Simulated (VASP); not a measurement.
SiC (3C silicon carbide):

```
Si C
1.0
     4.36000    0.00000    0.00000
     0.00000    4.36000    0.00000
     0.00000    0.00000    4.36000
Si C
4 4
Direct
  0.00000 0.00000 0.00000
  0.00000 0.50000 0.50000
  0.50000 0.00000 0.50000
  0.50000 0.50000 0.00000
  0.25000 0.25000 0.25000
  0.25000 0.75000 0.75000
  0.75000 0.25000 0.75000
  0.75000 0.75000 0.25000
```

| Item | Value |
| --- | --- |
| Program | VASP 6.6.1 |
| Task | relaxation of cell and atoms |
| Functional | LDA |
| Potentials or basis | VASP PAW LDA potentials, release 64 (Si, C) |
| Cutoff | 600 eV |
| k mesh | 6 × 6 × 6 |
| Occupations | gaussian, width 0.01 eV |
| Spin | no spin polarisation |

At the start: pressure -4.5 GPa; volume 10.36 Å³/atom.

Task: Where does the relaxation end?

Result: Over 3 steps the energy falls by 3.0 meV/atom and the volume is 10.15 Å³/atom (-2.0 %); space group F-43m (No. 216, to 0.05 Å).

Step by step:
```tsv
step	energy change (eV)	largest force (eV/Å)	pressure (GPa)	volume (Å³)
1	0.0000	0.0000	-4.48	82.88
2	0.0042	0.0000	5.20	79.45
3	-0.0238	0.0000	-0.02	81.22
```

Final structure:
```
CELL_PARAMETERS angstrom
4.33058 0.00000 0.00000
0.00000 4.33058 0.00000
0.00000 0.00000 4.33058
ATOMIC_POSITIONS crystal
Si 0.00000 0.00000 0.00000
Si 0.00000 0.50000 0.50000
Si 0.50000 0.00000 0.50000
Si 0.50000 0.50000 0.00000
C 0.25000 0.25000 0.25000
C 0.25000 0.75000 0.75000
C 0.75000 0.25000 0.75000
C 0.75000 0.75000 0.25000
```
